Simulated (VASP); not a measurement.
# TiAl3 (I4/mmm) in VASP: further runs

TiAl3 is run at these levels: PBE; tasks: single point.

Program: VASP 6.6.1. These are calculated values, not measurements. Logs are shortened: lines on timing, memory, paths and dates and some standing lists are left out, and cuts for length are marked.

### 1 The cell of the first run

Symmetry: I4/mmm, No. 139, tetragonal system. Conventional cell: a = 3.845 Å, b = 3.845 Å, c = 8.624 Å, α = 90.00°, β = 90.00°, γ = 90.00°. Within 3.6 Å of Ti (site symmetry 4/mmm) lie 12 Al at 2.72 to 2.89 Å. Within 3.6 Å of Al (site symmetry 4/mmm) lie 4 Ti at 2.72 Å and 8 Al at 2.89 Å. Within 3.6 Å of Al (site symmetry -4m2) lie 8 Al at 2.72 to 2.89 Å and 4 Ti at 2.89 Å.

### 2 Single point, PBE

File INCAR:

```
PREC = Accurate
ENCUT = 520
EDIFF = 1E-7
ISMEAR = 1
SIGMA = 0.1
LREAL = Auto
LASPH = T
NELM = 100
ALGO = Normal
ISIF = 2
LWAVE = F
LCHARG = F
GGA = PE
NBANDS = 106
```

File KPOINTS:

```
Automatic mesh
0
Gamma
  2 2 2
```

File POSCAR:

```
TiAl3
1.0
    7.6895028868      0.0000000000      0.0000000000
    0.0000000000      7.6895028868      0.0000000000
    0.0000000000      0.0000000000      8.6237151293
Ti Al
8 24
Direct
    0.0000000000      0.0000000000      0.0000000000
    0.2500000000      0.2500000000      0.5000000000
    0.0000000000      0.5000000000      0.0000000000
    0.2500000000      0.7500000000      0.5000000000
    0.5000000000      0.0000000000      0.0000000000
    0.7500000000      0.2500000000      0.5000000000
    0.5000000000      0.5000000000      0.0000000000
    0.7500000000      0.7500000000      0.5000000000
    0.0000000000      0.0000000000      0.5000000000
    0.2500000000      0.2500000000      0.0000000000
    0.0000000000      0.2500000000      0.2500000000
    0.2500000000      0.0000000000      0.7500000000
    0.0000000000      0.2500000000      0.7500000000
    0.2500000000      0.0000000000      0.2500000000
    0.0000000000      0.5000000000      0.5000000000
    0.2500000000      0.7500000000      0.0000000000
    0.0000000000      0.7500000000      0.2500000000
    0.2500000000      0.5000000000      0.7500000000
    0.0000000000      0.7500000000      0.7500000000
    0.2500000000      0.5000000000      0.2500000000
    0.5000000000      0.0000000000      0.5000000000
    0.7500000000      0.2500000000      0.0000000000
    0.5000000000      0.2500000000      0.2500000000
    0.7500000000      0.0000000000      0.7500000000
    0.5000000000      0.2500000000      0.7500000000
    0.7500000000      0.0000000000      0.2500000000
    0.5000000000      0.5000000000      0.5000000000
    0.7500000000      0.7500000000      0.0000000000
    0.5000000000      0.7500000000      0.2500000000
    0.7500000000      0.5000000000      0.7500000000
    0.5000000000      0.7500000000      0.7500000000
    0.7500000000      0.5000000000      0.2500000000
```

Potentials or basis: VASP PAW PBE potentials, release 64 (Ti_sv, Al).

Started as:

```bash
$ cat potpaw_PBE.64/Ti_sv/POTCAR potpaw_PBE.64/Al/POTCAR > POTCAR
$ mpirun -np 1 vasp_std > vasp.out
```

OUTCAR:

```text
PREC = Accurate
   ENCUT = 520
   EDIFF = 1E-7
   ISMEAR = 1
   LREAL = Auto
   LASPH = T
   NELM = 100
   ISIF = 2
   GGA = PE

 ion  position               nearest neighbor table
   1  0.000  0.000  0.000-  10 2.72  16 2.72  22 2.72  28 2.72  14 2.89  11 2.89  17 2.89  19 2.89
                            12 2.89  24 2.89  26 2.89  13 2.89
   2  0.250  0.250  0.500-   9 2.72  15 2.72  21 2.72  27 2.72  14 2.89  11 2.89  18 2.89  20 2.89
                            12 2.89  23 2.89  25 2.89  13 2.89
   3  0.000  0.500  0.000-  10 2.72  16 2.72  22 2.72  28 2.72  17 2.89  18 2.89  19 2.89  20 2.89
                            13 2.89  11 2.89  30 2.89  32 2.89
   4  0.250  0.750  0.500-   9 2.72  15 2.72  21 2.72  27 2.72  17 2.89  18 2.89  19 2.89  20 2.89
                            14 2.89  12 2.89  29 2.89  31 2.89
   5  0.500  0.000  0.000-  10 2.72  16 2.72  22 2.72  28 2.72  14 2.89  23 2.89  24 2.89  25 2.89
                            26 2.89  12 2.89  29 2.89  31 2.89
   6  0.750  0.250  0.500-   9 2.72  15 2.72  21 2.72  27 2.72  13 2.89  23 2.89  24 2.89  25 2.89
                            26 2.89  11 2.89  30 2.89  32 2.89
   7  0.500  0.500  0.000-  10 2.72  16 2.72  22 2.72  28 2.72  18 2.89  23 2.89  25 2.89  20 2.89
                            29 2.89  30 2.89  31 2.89  32 2.89
   8  0.750  0.750  0.500-   9 2.72  15 2.72  21 2.72  27 2.72  17 2.89  24 2.89  26 2.89  19 2.89
                            29 2.89  30 2.89  31 2.89  32 2.89
   9  0.000  0.000  0.500-   2 2.72   4 2.72   6 2.72   8 2.72  11 2.89  12 2.89  13 2.89  14 2.89
[... 33 lines left out ...]
  26  0.750  0.000  0.250-  11 2.72  17 2.72  23 2.72  29 2.72   9 2.89   1 2.89   5 2.89  21 2.89
                            22 2.89   6 2.89  28 2.89   8 2.89
  27  0.500  0.500  0.500-   2 2.72   4 2.72   6 2.72   8 2.72  18 2.89  20 2.89  23 2.89  25 2.89
                            29 2.89  30 2.89  31 2.89  32 2.89
  28  0.750  0.750  0.000-   1 2.72   3 2.72   5 2.72   7 2.72  17 2.89  19 2.89  24 2.89  26 2.89
                            29 2.89  30 2.89  31 2.89  32 2.89
  29  0.500  0.750  0.250-  14 2.72  20 2.72  26 2.72  32 2.72   4 2.89  16 2.89   5 2.89  21 2.89
                             7 2.89  27 2.89  28 2.89   8 2.89
  30  0.750  0.500  0.750-  13 2.72  19 2.72  25 2.72  31 2.72   3 2.89  15 2.89   6 2.89  22 2.89
                             7 2.89  27 2.89  28 2.89   8 2.89
  31  0.500  0.750  0.750-  12 2.72  18 2.72  24 2.72  30 2.72   4 2.89  16 2.89   5 2.89  21 2.89
                             7 2.89  27 2.89  28 2.89   8 2.89
  32  0.750  0.500  0.250-  11 2.72  17 2.72  23 2.72  29 2.72   3 2.89  15 2.89   6 2.89  22 2.89
                             7 2.89  27 2.89  28 2.89   8 2.89

  LATTYP: Found a simple tetragonal cell.
 ALAT       =     7.6895028868
 C/A-ratio  =     1.1214918905

  Lattice vectors:

 A1 = (   7.6895028868,   0.0000000000,   0.0000000000)
 A2 = (   0.0000000000,   7.6895028868,   0.0000000000)
 A3 = (   0.0000000000,   0.0000000000,   8.6237151293)

Analysis of symmetry for initial positions (statically):
=====================================================================
 Subroutine PRICEL returns following result:

  LATTYP: Found a body centered tetragonal cell.
 ALAT       =     3.8447514434
 C/A-ratio  =     2.2429837809

  Lattice vectors:

 A1 = (   1.9223757217,  -1.9223757217,  -4.3118575646)
 A2 = (  -1.9223757217,   1.9223757217,  -4.3118575647)
 A3 = (   1.9223757217,   1.9223757217,   4.3118575647)

   8 primitive cells build up your supercell.

 Routine SETGRP: Setting up the symmetry group for a
 simple tetragonal supercell.

 Subroutine GETGRP returns: Found 16 space group operations
 (whereof 16 operations were pure point group operations)
 out of a pool of 16 trial point group operations.

The static configuration has the point symmetry D_4h.

Analysis of symmetry for dynamics (positions and initial velocities):
=====================================================================
 Subroutine PRICEL returns following result:

  LATTYP: Found a body centered tetragonal cell.
 ALAT       =     3.8447514434
 C/A-ratio  =     2.2429837809

  Lattice vectors:

 A1 = (   1.9223757217,  -1.9223757217,  -4.3118575646)
 A2 = (  -1.9223757217,   1.9223757217,  -4.3118575647)
 A3 = (   1.9223757217,   1.9223757217,   4.3118575647)

[... 36 lines left out ...]
   primitive index   ion index
                 1           1
                 2          22
                 3          11
                 4          13

----------------------------------------------------------------------------------------

 KPOINTS: Automatic mesh

Automatic generation of k-mesh.
 Grid dimensions read from file:
 generate k-points for:    2    2    2

 Generating k-lattice:

  Cartesian coordinates                     Fractional coordinates (reciprocal lattice)
     0.065023709  0.000000000  0.000000000     0.500000000  0.000000000  0.000000000
     0.000000000  0.065023709  0.000000000     0.000000000  0.500000000  0.000000000
     0.000000000  0.000000000  0.057979652     0.000000000  0.000000000  0.500000000

  Length of vectors
     0.065023709  0.065023709  0.057979652

  Shift w.r.t. Gamma in fractional coordinates (k-lattice)
     0.000000000  0.000000000  0.000000000

 Subroutine IBZKPT returns following result:
 ===========================================

 Found      6 irreducible k-points:

 Following reciprocal coordinates:
            Coordinates               Weight
  0.000000  0.000000  0.000000      1.000000
  0.500000  0.000000  0.000000      2.000000
  0.500000  0.500000  0.000000      1.000000
  0.000000  0.000000  0.500000      1.000000
  0.500000  0.000000  0.500000      2.000000
  0.500000  0.500000  0.500000      1.000000
   k-points           NKPTS =      6   k-points in BZ     NKDIM =      6   number of bands    NBANDS=    106
   number of dos      NEDOS =    301   number of ions     NIONS =     32
   total plane-waves  NPLWV = 230400
   dimension x,y,z NGX =    60 NGY =   60 NGZ =   64
   dimension x,y,z NGXF=   120 NGYF=  120 NGZF=  128
   ions per type =               8  24
   NGX,Y,Z   is equivalent  to a cutoff of  12.97, 12.97, 12.34 a.u.
   NGXF,Y,Z  is equivalent  to a cutoff of  25.94, 25.94, 24.68 a.u.
 SYSTEM =  unknown system
   PREC   = accura    normal or accurate (medium, high low for compatibility)
   ISTART =      0    job   : 0-new  1-cont  2-samecut
   ICHARG =      2    charge: 1-file 2-atom 10-const
   ISPIN  =      1    spin polarized calculation?
   LNONCOLLINEAR =      F non collinear calculations
   LSORBIT =      F    spin-orbit coupling
   LASPH  =      T    aspherical Exc in radial PAW
   ENCUT  =  520.0 eV  38.22 Ry    6.18 a.u.  14.30 14.30 16.03*2*pi/ulx,y,z
   NELM   =    100;   NELMIN=  2; NELMDL= -5     # of ELM steps
   EDIFF  = 0.1E-06   stopping-criterion for ELM
   LREAL  =      T    real-space projection
   EDIFFG = 0.1E-05   stopping-criterion for IOM
   NSW    =      0    number of steps for IOM
   IBRION =     -1    ionic relax: 0-MD 1-quasi-New 2-CG
   NFREE  =      0    steps in history (QN), initial steepest desc. (CG)
   ISIF   =      2    stress and relaxation
   ISYM   =      2    0-nonsym 1-usesym 2-fastsym
   POTIM  = 0.5000    time-step for ionic-motion
   TEBEG  =    0.0;   TEEND  =   0.0 temperature during run
   PSTRESS=    0.0 pullay stress
   NELECT =     168.0000    total number of electrons
   NUPDOWN=      -1.0000    fix difference up-down
   EMIN   =  10.00;   EMAX   =-10.00  energy-range for DOS
   EFERMI =   0.00;   METHOD = LEGACY
   ISMEAR =     1;   SIGMA  =   0.10  broadening in eV -4-tet -1-fermi 0-gaus
   EFERMI_NEDOS =   21; number of points for ismear=-14 and -15
   IALGO  =     38    algorithm
   IMIX   =      4    mixing-type and parameters
     AMIX     =   0.40;   BMIX     =  1.00
     AMIX_MAG =   1.60;   BMIX_MAG =  1.00
  volume/ion in A,a.u.               =      15.93       107.53
  Fermi-wavevector in a.u.,A,eV,Ry     =   1.130701  2.136714 17.394828  1.278484
  Thomas-Fermi vector in A             =   2.267398
   LORBIT       =      0    0 simple, 1 ext, 2 COOP (PROOUT), +10 PAW based schemes
   GGA     = PE    functional components
   LHFCALC =     F    Hartree Fock is set to
   AEXX    =    0.0000 exact exchange contribution
   IVDW    =     0    specifies the selected vdW correction
   LEPSILON=     F    determine dielectric tensor
   LRPA    =     F    only Hartree local field effects (RPA)
 non-spin polarized calculation
 Methfessel and Paxton  Order N= 1 SIGMA  =   0.10
  energy-cutoff  :      520.00
  volume of cell :      509.91
 maximum number of plane-waves:     13800
 NGX is ok and might be reduce to    60
   NGX = 29   NGY = 29   NGZ = 33

 number of electron     168.0000050 magnetization

 Free energy of the ion-electron system (eV)
  ---------------------------------------------------
  ext. energy  EPLUGINS =         0.00000000
  ---------------------------------------------------
  free energy    TOTEN  =      -165.26377068 eV

  energy without entropy =     -165.29648841  energy(sigma->0) =     -165.27467659

 E-fermi :   8.0060     XC(G=0): -10.7179

 val. band max:        7.9524174306   @ k =   0.0000   0.0000   0.0000
 cond. band min:       8.2263881881   @ k =   0.5000   0.0000   0.0000
 fundamental gap:      0.2739707574
 Fermi energy:         8.0060027545

 k-point     1 :       0.0000    0.0000    0.0000
  band No.  band energies     occupation
      1     -48.3137      2.00000
      2     -48.3136      2.00000
      3     -48.3125      2.00000
      4     -48.3125      2.00000
      5     -48.3125      2.00000
      6     -48.3125      2.00000
[... 583 lines left out ...]
     95       9.8036     -0.00000
     96       9.8036     -0.00000
 [bands above 96 left out]

------------------------ aborting loop because EDIFF is reached ----------------------------------------

  FORCE on cell =-STRESS in cart. coord.  units (eV):
  Direction    XX          YY          ZZ          XY          YZ          ZX
  --------------------------------------------------------------------------------------
  -------------------------------------------------------------------------------------
  Total       -0.4452557     -0.4452557      1.8083444      0.0000000      0.0000000      0.0000000
  in kB       -1.3990369     -1.3990369      5.6819945      0.0000000      0.0000000      0.0000000
  external PRESSURE =       0.9613069 kB  Pullay stress =       0.0000000 kB

 VOLUME and BASIS-vectors are now :
 -----------------------------------------------------------------------------
  energy-cutoff  :      520.00
  volume of cell :      509.91
      direct lattice vectors                 reciprocal lattice vectors
     7.689502887  0.000000000  0.000000000     0.130047419  0.000000000  0.000000000
     0.000000000  7.689502887  0.000000000     0.000000000  0.130047419  0.000000000
     0.000000000  0.000000000  8.623715129     0.000000000  0.000000000  0.115959304

 POSITION                                       TOTAL-FORCE (eV/Angst)
 -----------------------------------------------------------------------------------
      0.00000      0.00000      0.00000         0.000000      0.000000     -0.000000
      1.92238      1.92238      4.31186        -0.000000      0.000000     -0.000000
      0.00000      3.84475      0.00000         0.000000      0.000000     -0.000000
      1.92238      5.76713      4.31186         0.000000     -0.000000     -0.000000
      3.84475      0.00000      0.00000        -0.000000     -0.000000     -0.000000
      5.76713      1.92238      4.31186         0.000000      0.000000      0.000000
[... 24 lines left out ...]
      3.84475      5.76713      6.46779         0.000000     -0.000000      0.000000
      5.76713      3.84475      2.15593        -0.000000      0.000000     -0.000000
 -----------------------------------------------------------------------------------
    total drift:                                0.000000     -0.000000     -0.000000

  FREE ENERGIE OF THE ION-ELECTRON SYSTEM (eV)
  ---------------------------------------------------
  free  energy   TOTEN  =      -165.2637706788 eV

  energy  without entropy=     -165.2964884067  energy(sigma->0) =     -165.27467659
```

It took 16 min on 1 thread of Intel Xeon 8259CL, shared host; peak memory 0.61 GiB.

Results:

```yaml
Free_energy: -165.2638 eV
Pressure: 0.1 GPa
Band_gap_on_the_k_mesh: zero (bands 84 and 85 overlap by 0.75 eV)
```

Levels at points of the mesh, in eV from the Fermi level:
```
           k point  band 81  band 82  band 83  band 84  band 85  band 86  band 87  band 88
(0.00, 0.00, 0.00)    -0.76    -0.05     0.42     0.42     0.42     0.42     0.88     0.88
(0.50, 0.00, 0.00)    -0.60    -0.60    -0.13    -0.13     0.22     0.22     0.92     0.92
(0.50, 0.50, 0.00)    -0.08    -0.08    -0.08    -0.08     0.48     0.48     0.48     0.48
(0.00, 0.00, 0.50)    -0.07    -0.07     0.68     0.68     0.68     0.68     1.02     1.02
(0.50, 0.00, 0.50)    -0.12    -0.12    -0.12    -0.12     0.41     0.41     0.41     0.41
(0.50, 0.50, 0.50)    -0.07    -0.07    -0.07    -0.07    -0.07    -0.07    -0.07    -0.07
```

Caveat: the k points lie up to 0.41 Å⁻¹ apart, too coarse for converged energies and pressures of a metal.

[end of part 1 of 2]

The gap in the log of VASP goes by the Fermi energy; the results here count the filled bands.